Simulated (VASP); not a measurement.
Here is a VASP 6.6.1 calculation.

File INCAR:

```
ALGO = Normal
EDIFF = 1E-6
ENCUT = 520
GGA = PE
ISIF = 2
ISMEAR = 0
LASPH = True
LCHARG = True
LELF = True
LREAL = False
LVHAR = True
LWAVE = False
NBANDS = 34
NELM = 60
PREC = Accurate
SIGMA = 0.1
```

Contents of KPOINTS:

```
k-points
0
Gamma
  6 6 2
```

Contents of POSCAR:

```
Mg2Ge3N
1.0
    3.3070351107      0.0000000000      0.0000000000
    0.0000000000      3.3070351107      0.0000000000
    0.0000000000      0.0000000000      9.2497288383
Mg Ge N
2 3 1
Direct
    0.0000000000      0.5000000000      0.7777828807
    0.5000000000      0.0000000000      0.2222171193
    0.5000000000      0.5000000000      0.0000000000
    0.0000000000      0.5000000000      0.4205271429
    0.5000000000      0.0000000000      0.5794728571
    0.0000000000      0.0000000000      0.0000000000
```

Potentials or basis: VASP PAW PBE potentials, release 64 (Mg, Ge_d, N).

Command:

```sh
$ cat potpaw_PBE.64/Mg/POTCAR potpaw_PBE.64/Ge_d/POTCAR potpaw_PBE.64/N/POTCAR > POTCAR
$ mpirun -np 1 vasp_std > vasp.out
```

Task: What does it give for the band gap on the k mesh?

Result: Zero (an odd number of electrons rules out a gap without spin polarisation).

Task: Predict the pressure.

Result: -0.1 GPa.

Task: Predict the largest force.

Result: 0.019 eV/Å.

Forces in eV/Å, atoms in the order of the input:
```
Mg   0.000  0.000  0.002
Mg   0.000  0.000 -0.002
Ge   0.000  0.000  0.000
Ge   0.000  0.000 -0.019
Ge   0.000  0.000  0.019
N    0.000  0.000  0.000
```
